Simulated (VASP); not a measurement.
# SnSe (Pnma) in VASP: further runs

SnSe is run at these levels: LDA; tasks: relaxation of shape and atoms at fixed volume.

All numbers are computed with VASP 6.6.1; they aren't measurements. Logs are shortened: lines on timing, memory, paths and dates and some standing lists are left out, and cuts for length are marked.

**Measured values to compare with.**

“Linear dichroism of the optical properties of SnS and SnSe van der Waals crystals”, 2024, arxiv:2409.17412 reports, for a bulk crystal of SnSe at 300 K: band gap 0.89 eV (indirect).

The runs below are set against these values where they give the same quantity.

### 1 The cell of the first run

Symmetry: Pnma, No. 62, orthorhombic system. The conventional cell has a = 11.160 Å, b = 4.062 Å, c = 4.259 Å, α = 90.00°, β = 90.00°, γ = 90.00°. Within 3.6 Å of Sn (site symmetry m) lie 6 Se at 2.70 to 3.33 Å and 2 Sn at 3.40 Å. Se (site symmetry m) has 6 Sn at 2.70 to 3.33 Å within 3.6 Å.

### 2 Relaxation of shape and atoms at fixed volume, LDA (24.13 Å³/atom)

INCAR reads:

```
ALGO = Normal
EDIFF = 1E-7
EDIFFG = -0.01
ENCUT = 600
GGA = CA
IBRION = 2
ISIF = 4
ISMEAR = 0
KPAR = 2
LASPH = T
LCHARG = F
LREAL = F
LWAVE = F
NELM = 80
NSW = 40
PREC = Accurate
SIGMA = 0.03
```

KPOINTS reads:

```
k-points
0
Gamma
  4 8 8
```

POSCAR reads:

```
SnSe                                    
1.0
   11.1604555497      0.0000000000      0.0000000000
    0.0000000000      4.0617191897     -0.0000000000
    0.0000000000     -0.0000000000      4.2592328691
  Sn              Se            
     4     4
Direct
     0.1170280971248635    0.2500000000000000    0.0923359957896487
     0.3829719028751365    0.7500000000000000    0.5923359957896486
     0.6170280971248636    0.2500000000000000    0.4076640042103513
     0.8829719028751364    0.7500000000000000    0.9076640042103514
     0.3576942589116968    0.2500000000000000    0.0229218848228403
     0.1423057410883030    0.7500000000000000    0.5229218848228402
     0.8576942589116973    0.2500000000000000    0.4770781151771598
     0.6423057410883027    0.7500000000000000    0.9770781151771598
```

Potentials or basis: VASP PAW LDA potentials, release 64 (Sn_d, Se).

Run with:

```bash
> cat potpaw_LDA.64/Sn_d/POTCAR potpaw_LDA.64/Se/POTCAR > POTCAR
> mpirun -np 2 vasp_std > vasp.out
```

OUTCAR:

```text
EDIFF = 1E-7
   EDIFFG = -0.01
   ENCUT = 600
   GGA = CA
   IBRION = 2
   ISIF = 4
   ISMEAR = 0
   LASPH = T
   LREAL = F
   NELM = 80
   NSW = 40
   PREC = Accurate

 ion  position               nearest neighbor table
   1  0.117  0.250  0.092-   5 2.70   6 2.75   6 2.75   6 3.18   6 3.18   4 3.40   4 3.40
   2  0.383  0.750  0.592-   6 2.70   5 2.75   5 2.75   5 3.18   5 3.18   3 3.40   3 3.40
   3  0.617  0.250  0.408-   7 2.70   8 2.75   8 2.75   8 3.18   8 3.18   2 3.40   2 3.40
   4  0.883  0.750  0.908-   8 2.70   7 2.75   7 2.75   7 3.18   7 3.18   1 3.40   1 3.40
   5  0.358  0.250  0.023-   1 2.70   2 2.75   2 2.75   2 3.18   2 3.18
   6  0.142  0.750  0.523-   2 2.70   1 2.75   1 2.75   1 3.18   1 3.18
   7  0.858  0.250  0.477-   3 2.70   4 2.75   4 2.75   4 3.18   4 3.18
   8  0.642  0.750  0.977-   4 2.70   3 2.75   3 2.75   3 3.18   3 3.18

  LATTYP: Found a simple orthorhombic cell.
 ALAT       =     4.0617191897
 B/A-ratio  =     1.0486280981
 C/A-ratio  =     2.7477171681

  Lattice vectors:

 A1 = (   0.0000000000,   4.0617191897,   0.0000000000)
 A2 = (   0.0000000000,   0.0000000000,   4.2592328691)
 A3 = (  11.1604555497,   0.0000000000,   0.0000000000)

Analysis of symmetry for initial positions (statically):
=====================================================================
 Subroutine PRICEL returns:
 Original cell was already a primitive cell.

 Routine SETGRP: Setting up the symmetry group for a
 simple orthorhombic supercell.

 Subroutine GETGRP returns: Found  8 space group operations
 (whereof  2 operations were pure point group operations)
 out of a pool of  8 trial point group operations.

The static configuration has the point symmetry S_2 .
 The point group associated with its full space group is D_2h.

Analysis of symmetry for dynamics (positions and initial velocities):
=====================================================================
 Subroutine PRICEL returns:
 Original cell was already a primitive cell.

 Routine SETGRP: Setting up the symmetry group for a
 simple orthorhombic supercell.

 Subroutine GETGRP returns: Found  8 space group operations
 (whereof  2 operations were pure point group operations)
 out of a pool of  8 trial point group operations.

The dynamic configuration has the point symmetry S_2 .
 The point group associated with its full space group is D_2h.

 Subroutine INISYM returns: Found  8 space group operations
 (whereof  2 operations are pure point group operations),
 and found     1 'primitive' translations

----------------------------------------------------------------------------------------

                                     Primitive cell

[... 129 lines left out ...]
   AEXX    =    0.0000 exact exchange contribution
   IVDW    =     0    specifies the selected vdW correction
   LEPSILON=     F    determine dielectric tensor
   LRPA    =     F    only Hartree local field effects (RPA)
 conjugate gradient relaxation of ions
 non-spin polarized calculation
 Gauss-broadening in eV      SIGMA  =   0.03
  energy-cutoff  :      600.00
  volume of cell :      193.07
 maximum number of plane-waves:      6492
 NGX is ok and might be reduce to    90
   NGX = 45   NGY = 17   NGZ = 17

--------------------------------------- Ionic step        1  -------------------------------------------

 number of electron      80.0000008 magnetization

 Free energy of the ion-electron system (eV)
  ---------------------------------------------------
  ext. energy  EPLUGINS =         0.00000000
  ---------------------------------------------------
  free energy    TOTEN  =       -37.95361563 eV

  energy without entropy =      -37.95361563  energy(sigma->0) =      -37.95361563

------------------------ aborting loop because EDIFF is reached ----------------------------------------

  FORCE on cell =-STRESS in cart. coord.  units (eV):
  Direction    XX          YY          ZZ          XY          YZ          ZX
  --------------------------------------------------------------------------------------
  -------------------------------------------------------------------------------------
  Total        3.3862082      3.3393835      3.2315054      0.0000000     -0.0000000      0.0000000
  in kB       28.0996584     27.7110947     26.8158935      0.0000000     -0.0000000      0.0000000
  external PRESSURE =      27.5422156 kB  Pullay stress =       0.0000000 kB
[... 107 lines left out ...]
  FREE ENERGIE OF THE ION-ELECTRON SYSTEM (eV)
  ---------------------------------------------------
  free  energy   TOTEN  =       -37.9703581384 eV

  energy  without entropy=      -37.9703581384  energy(sigma->0) =      -37.97035814

[... ionic steps 4 to 15 ...]

--------------------------------------- Ionic step       16  -------------------------------------------

 number of electron      80.0000008 magnetization

------------------------ aborting loop because EDIFF is reached ----------------------------------------
[... 79 lines left out ...]
--------------------------------------- Ionic step       18  -------------------------------------------

 number of electron      80.0000012 magnetization

 Free energy of the ion-electron system (eV)
  ---------------------------------------------------
  ext. energy  EPLUGINS =         0.00000000
  ---------------------------------------------------
  free energy    TOTEN  =       -37.97352872 eV

  energy without entropy =      -37.97352872  energy(sigma->0) =      -37.97352872

 E-fermi :   6.6838     XC(G=0): -10.4633

 val. band max:        6.5709350157   @ k =   0.0000   0.0000   0.3750
 cond. band min:       6.7972699727   @ k =   0.0000   0.0000   0.1250
 fundamental gap:      0.2263349570
 Fermi energy:         6.6838217847

 k-point     1 :       0.0000    0.0000    0.0000
  band No.  band energies     occupation
      1     -14.8573      2.00000
      2     -14.8348      2.00000
      3     -14.8330      2.00000
      4     -14.8327      2.00000
      5     -14.8258      2.00000
      6     -14.8226      2.00000
[... 1213 lines left out ...]
     47       9.7956      0.00000
     48       9.7956      0.00000

 [... further k-points ...]

------------------------ aborting loop because EDIFF is reached ----------------------------------------

  FORCE on cell =-STRESS in cart. coord.  units (eV):
  Direction    XX          YY          ZZ          XY          YZ          ZX
  --------------------------------------------------------------------------------------
  -------------------------------------------------------------------------------------
  Total        2.2701207      2.3756148      2.3994444      0.0000000     -0.0000000      0.0000000
  in kB       18.8380663     19.7134848     19.9112288      0.0000000     -0.0000000      0.0000000
  external PRESSURE =      19.4875933 kB  Pullay stress =       0.0000000 kB
[... 23 lines left out ...]
  FREE ENERGIE OF THE ION-ELECTRON SYSTEM (eV)
  ---------------------------------------------------
  free  energy   TOTEN  =       -37.9735287155 eV

  energy  without entropy=      -37.9735287153  energy(sigma->0) =      -37.97352872

 reached required accuracy - stopping structural energy minimisation
```

OSZICAR:

```text
N       E                     dE             d eps       ncg     rms          rms(c)
DAV:   1     0.941347630405E+03    0.94135E+03   -0.40179E+04  7792   0.244E+03
DAV:   2     0.131138632250E+03   -0.81021E+03   -0.78721E+03  7208   0.698E+02
DAV:   3    -0.270402653800E+02   -0.15818E+03   -0.15125E+03  8496   0.225E+02
[... 156 lines left out ...]
DAV:   3    -0.379736174776E+02    0.91157E-04   -0.54979E-04  8944   0.145E-01    0.772E-02
DAV:   4    -0.379735225444E+02    0.94933E-04   -0.16219E-04  9960   0.103E-01    0.139E-02
DAV:   5    -0.379735292901E+02   -0.67457E-05   -0.84292E-05  7904   0.655E-02    0.816E-03
DAV:   6    -0.379735289080E+02    0.38217E-06   -0.29894E-06  9696   0.129E-02    0.603E-03
DAV:   7    -0.379735287113E+02    0.19661E-06   -0.64540E-07  6632   0.401E-03    0.185E-03
DAV:   8    -0.379735287155E+02   -0.41109E-08   -0.10148E-07  4248   0.195E-03
  18 F= -.37973529E+02 E0= -.37973529E+02  d E =-.459051E-03
```

It took 33 min on 2 MPI ranks of Intel Xeon 6975P-C (Granite Rapids), shared host; peak memory 0.71 GiB.

Results:

* Free energy: -37.9735 eV
* Energy gained by relaxing: 2.5 meV/atom
* Ionic steps: 18
* Pressure after relaxing: 1.9 GPa
* Largest force after relaxing: 0.008 eV/Å
* Band gap on the k mesh: 0.23 eV (least direct gap 0.66 eV)

Forces on the atoms (eV/Å):
```
Sn   0.001  0.000 -0.004
Sn  -0.001  0.000 -0.004
Sn   0.001  0.000  0.004
Sn  -0.001  0.000  0.004
Se  -0.008  0.000  0.000
Se   0.008  0.000  0.000
Se  -0.008  0.000  0.000
Se   0.008  0.000  0.000
```

Step by step:
| step | energy change (eV) | largest force (eV/Å) | pressure (GPa) |
| --- | --- | --- | --- |
| 1 | 0.0000 | 0.2245 | 2.75 |
| 2 | -0.0115 | 0.1286 | 2.45 |
| 3 | -0.0167 | 0.0385 | 2.10 |
| 4 | -0.0168 | 0.0400 | 2.09 |
| 5 | -0.0179 | 0.0140 | 2.04 |
| 6 | -0.0179 | 0.0157 | 2.04 |
| 7 | -0.0181 | 0.0163 | 2.04 |
| 8 | -0.0185 | 0.0178 | 2.03 |
| 9 | -0.0185 | 0.0183 | 2.02 |
| 10 | -0.0187 | 0.0152 | 2.02 |
| 11 | -0.0190 | 0.0119 | 2.00 |
| 12 | -0.0189 | 0.0253 | 1.98 |
| 13 | -0.0191 | 0.0174 | 1.99 |
| 14 | -0.0193 | 0.0201 | 1.99 |
| 15 | -0.0195 | 0.0256 | 1.98 |
| 16 | -0.0195 | 0.0224 | 1.98 |
| 17 | -0.0198 | 0.0132 | 1.97 |
| 18 | -0.0199 | 0.0079 | 1.95 |

Final structure:
```yaml
crystal:
  lattice:
    - [11.17639, 0.00000, 0.00000]
    - [0.00000, 4.08651, 0.00000]
    - [0.00000, 0.00000, 4.22736]
  atoms:
    - { symbol: Sn, position: [0.11615, 0.25000, 0.07962] }
    - { symbol: Sn, position: [0.38385, 0.75000, 0.57962] }
    - { symbol: Sn, position: [0.61615, 0.25000, 0.42038] }
    - { symbol: Sn, position: [0.88385, 0.75000, 0.92038] }
    - { symbol: Se, position: [0.35900, 0.25000, 0.02272] }
    - { symbol: Se, position: [0.14100, 0.75000, 0.52272] }
    - { symbol: Se, position: [0.85900, 0.25000, 0.47728] }
    - { symbol: Se, position: [0.64100, 0.75000, 0.97728] }
```

Caveat: spin-orbit coupling is left out, which moves the levels of the heavy elements.

### 3 Relaxation of shape and atoms at fixed volume, LDA (24.64 Å³/atom)

This run uses another cell than the first one, of 24.64 Å³/atom.

INCAR is that of step 2.

KPOINTS is that of step 2.

Edit POSCAR of step 2 so:

```diff
@@ -2,5 +2,5 @@
 1.0
-   11.1604555497      0.0000000000      0.0000000000
-    0.0000000000      4.0617191897     -0.0000000000
-    0.0000000000     -0.0000000000      4.2592328691
+   11.2374266410      0.0000000000      0.0000000000
+    0.0000000000      4.0897319313     -0.0000000000
+    0.0000000000     -0.0000000000      4.2886078172
   Sn              Se
```

Potentials or basis: VASP PAW LDA potentials, release 64 (Sn_d, Se).

Run with:

```bash
> cat potpaw_LDA.64/Sn_d/POTCAR potpaw_LDA.64/Se/POTCAR > POTCAR
> mpirun -np 2 vasp_std > vasp.out
```

Wall time 13 min (2 MPI ranks of Intel Xeon 6975P-C (Granite Rapids), shared host); peak memory 0.74 GiB.

Results (log left out):

```yaml
Free_energy: -38.0092 eV
Energy_gained_by_relaxing: 0.6 meV/atom
Ionic_steps: 6
Pressure_after_relaxing: 1.0 GPa
Largest_force_after_relaxing: 0.006 eV/Å
Band_gap_on_the_k_mesh: 0.35 eV (least direct gap 0.72 eV)
```

Forces on the atoms (eV/Å):
```
Sn   0.003  0.000 -0.005
Sn  -0.003  0.000 -0.005
Sn   0.003  0.000  0.005
Sn  -0.003  0.000  0.005
Se  -0.003  0.000  0.000
Se   0.003  0.000  0.000
Se  -0.003  0.000  0.000
Se   0.003  0.000  0.000
```

Stress tensor (GPa, compression positive):
```
0.99 0.00 0.00
0.00 0.98 0.00
0.00 0.00 0.89
```

The path:
| step | energy change (eV) | largest force (eV/Å) | pressure (GPa) |
| --- | --- | --- | --- |
| 1 | 0.0000 | 0.1071 | 1.31 |
| 2 | -0.0027 | 0.0641 | 1.18 |
| 3 | -0.0041 | 0.0202 | 1.01 |
| 4 | -0.0041 | 0.0215 | 0.98 |
| 5 | -0.0044 | 0.0046 | 0.95 |
| 6 | -0.0044 | 0.0055 | 0.95 |

Final structure:
```
Sn Se
1.0
    11.22951    0.00000    0.00000
     0.00000    4.09539    0.00000
     0.00000    0.00000    4.28571
Sn Se
4 4
Direct
  0.11603 0.25000 0.09049
  0.38397 0.75000 0.59049
  0.61603 0.25000 0.40951
  0.88397 0.75000 0.90951
  0.35828 0.25000 0.02462
  0.14172 0.75000 0.52462
  0.85828 0.25000 0.47538
  0.64172 0.75000 0.97538
```

Levels at points of the mesh, in eV from the valence-band top:
| k point | band 37 | band 38 | band 39 | band 40 | band 41 | band 42 | band 43 | band 44 |
| --- | --- | --- | --- | --- | --- | --- | --- | --- |
| (0.00, 0.00, 0.00) | -1.76 | -1.37 | -0.85 | -0.69 | 0.35 | 2.95 | 3.02 | 3.08 |
| (0.50, 0.00, 0.00) | -2.10 | -2.10 | -0.69 | -0.69 | 2.51 | 2.51 | 2.70 | 2.70 |
| (0.00, 0.50, 0.00) | -1.10 | -1.10 | -0.67 | -0.67 | 0.74 | 0.74 | 1.38 | 1.38 |
| (0.50, 0.50, 0.00) | -1.01 | -1.01 | -1.01 | -1.01 | 1.35 | 1.35 | 1.35 | 1.35 |
| (0.00, 0.00, 0.50) | -0.88 | -0.88 | -0.31 | -0.31 | 1.14 | 1.14 | 1.18 | 1.18 |
| (0.50, 0.00, 0.50) | -0.50 | -0.50 | -0.20 | -0.20 | 0.99 | 0.99 | 1.25 | 1.25 |
| (0.00, 0.50, 0.50) | -2.60 | -2.60 | -1.67 | -1.67 | 2.53 | 2.53 | 3.00 | 3.00 |
| (0.50, 0.50, 0.50) | -1.73 | -1.73 | -1.73 | -1.73 | 2.26 | 2.26 | 2.26 | 2.26 |

Caveat: spin-orbit coupling is left out, which moves the levels of the heavy elements. A k mesh can miss the band edges.

### 4 Relaxation of shape and atoms at fixed volume, LDA

This run uses another cell than the first one, of 25.14 Å³/atom.

INCAR is that of step 3.

KPOINTS is that of step 3.

Edit POSCAR of step 3 so:

```diff
@@ -2,5 +2,5 @@
 1.0
-   11.2374266410      0.0000000000      0.0000000000
-    0.0000000000      4.0897319313     -0.0000000000
-    0.0000000000     -0.0000000000      4.2886078172
+   11.3133575027      0.0000000000      0.0000000000
+    0.0000000000      4.1173660935     -0.0000000000
+    0.0000000000     -0.0000000000      4.3175857760
   Sn              Se
```

Run with:

```bash
> cat potpaw_LDA.64/Sn_d/POTCAR potpaw_LDA.64/Se/POTCAR > POTCAR
> mpirun -np 2 vasp_std > vasp.out
```

It took 3.8 min on 2 MPI ranks of Intel Xeon 6975P-C (Granite Rapids), shared host; peak memory 0.73 GiB.

It converged, with:

| Quantity | Value |
| --- | --- |
| Free energy | -38.0214 eV |
| Pressure after relaxing | 0.0 GPa |
| Largest force after relaxing | 0.005 eV/Å |
| Band gap on the k mesh | 0.41 eV (least direct gap 0.74 eV) |

Forces on the atoms (eV/Å):
```
Sn   0.001  0.000  0.005
Sn  -0.001  0.000  0.005
Sn   0.001  0.000 -0.005
Sn  -0.001  0.000 -0.005
Se   0.000  0.000  0.001
Se   0.000  0.000  0.001
Se   0.000  0.000 -0.001
Se   0.000  0.000 -0.001
```

Final structure:
```yaml
crystal:
  lattice:
    - [11.31336, 0.00000, 0.00000]
    - [0.00000, 4.11737, 0.00000]
    - [0.00000, 0.00000, 4.31759]
  atoms:
    - { symbol: Sn, position: [0.11703, 0.25000, 0.09234] }
    - { symbol: Sn, position: [0.38297, 0.75000, 0.59234] }
    - { symbol: Sn, position: [0.61703, 0.25000, 0.40766] }
    - { symbol: Sn, position: [0.88297, 0.75000, 0.90766] }
    - { symbol: Se, position: [0.35769, 0.25000, 0.02292] }
    - { symbol: Se, position: [0.14231, 0.75000, 0.52292] }
    - { symbol: Se, position: [0.85769, 0.25000, 0.47708] }
    - { symbol: Se, position: [0.64231, 0.75000, 0.97708] }
```

Levels at points of the mesh, in eV from the valence-band top:
```tsv
k point	band 36	band 37	band 38	band 39	band 40	band 41	band 42	band 43	band 44	band 45
(0.00, 0.00, 0.00)	-1.99	-1.72	-1.35	-0.80	-0.64	0.41	2.93	3.02	3.05	3.31
(0.50, 0.00, 0.00)	-2.33	-2.04	-2.04	-0.65	-0.65	2.52	2.52	2.68	2.68	3.78
(0.00, 0.50, 0.00)	-1.77	-1.07	-1.07	-0.68	-0.68	0.80	0.80	1.38	1.38	1.52
(0.50, 0.50, 0.00)	-2.19	-0.99	-0.99	-0.99	-0.99	1.36	1.36	1.36	1.36	1.96
(0.00, 0.00, 0.50)	-1.48	-0.87	-0.87	-0.30	-0.30	1.14	1.14	1.28	1.28	1.61
(0.50, 0.00, 0.50)	-1.82	-0.50	-0.50	-0.22	-0.22	1.03	1.03	1.35	1.35	1.56
(0.00, 0.50, 0.50)	-3.46	-2.51	-2.51	-1.62	-1.62	2.55	2.55	3.00	3.00	4.61
(0.50, 0.50, 0.50)	-4.12	-1.69	-1.69	-1.69	-1.69	2.30	2.30	2.30	2.30	4.96
```

Caveat: the relaxation stopped at its first step, so nothing moved; spin-orbit coupling is left out, which moves the levels of the heavy elements.

### 5 The runs side by side

| cell | gap on the mesh (eV) | pressure (GPa) | largest force (eV/Å) |
| --- | --- | --- | --- |
| atoms relaxed from a = 11.160, b = 4.062, c = 4.259 Å, 8 atoms | 0.23 | 1.9 | 0.01 |
| atoms relaxed from a = 11.237, b = 4.090, c = 4.289 Å, 8 atoms | 0.35 | 1.0 | 0.01 |
| atoms relaxed from a = 11.313, b = 4.117, c = 4.318 Å, 8 atoms | 0.41 | 0.0 | - |

Alike in all rows: task relaxation of shape and atoms at fixed volume; level LDA; potentials or basis VASP PAW LDA potentials, release 64 (Sn_d, Se); no spin polarisation; k mesh 4 × 8 × 8; cutoff (eV) 600; smearing gaussian 0.03 eV.

Caveats: spin-orbit coupling is left out, which moves the levels of the heavy elements; the relaxation stopped at its first step, so nothing moved (at least some runs).

Absolute energies hang on the potentials; compare differences alone.

### 6 Comparison with measurements

Step 4. A measured gap of SnSe is 0.89 eV (indirect; 300 K; “Linear dichroism of the optical properties of SnS and SnSe van der Waals crystals”, 2024, arxiv:2409.17412); the calculated 0.41 eV misses it by -0.48 eV. 2 values of this kind are on record (0.89 to 0.99 eV); this one was drawn at random. Spin-orbit coupling on Se, Sn is left out. The value is that of LDA on a finite k mesh, which can miss the band edges, without temperature or zero-point motion. Semilocal functionals fall short of measured gaps as a rule.
